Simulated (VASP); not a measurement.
B3Au: single point with PBE

B3Au:

```
Au B
1.0
     3.43928   -0.19436   -0.19293
    -0.16884    3.44063   -0.19293
    -0.16884   -0.16760    3.44196
Au B
1 3
Direct
  0.00000 0.00000 0.00000
  0.50000 0.28808 0.71192
  0.71192 0.50000 0.28808
  0.28808 0.71192 0.50000
```

```
Program             : VASP 6.6.1
Task                : single point
Functional          : PBE
Potentials or basis : VASP PAW PBE potentials, release 64 (Au, B)
Cutoff              : 520 eV
k mesh              : 5 × 5 × 5
Occupations         : fermi-dirac, width 0.1 eV
Spin                : no spin polarisation
```

* Pressure: -0.2 GPa
* Largest force: 0.004 eV/Å
* Band gap on the k mesh: zero (band 10 reaches 8.08 eV, above the bottom of band 11 at 6.93 eV)

Forces in eV/Å, atoms in the order of the input:
```
Au   0.000  0.000  0.000
B    0.000 -0.003  0.003
B    0.003  0.000 -0.003
B   -0.003  0.003  0.000
```

Levels at points of the mesh, in eV from the Fermi level:
```
           k point  band 6  band 7  band 8  band 9  band 10  band 11  band 12  band 13  band 14  band 15
(0.00, 0.00, 0.00)   -5.39   -3.15   -2.00   -2.00    -0.09     0.47     0.47     7.36     7.40     7.40
```

Run time: 25 s on 1 thread of Intel Xeon 8259CL, on a shared host, peak memory 0.16 GiB.

Caveat: the k points lie up to 0.37 Å⁻¹ apart; spin-orbit coupling is left out, which moves the levels of the heavy elements.
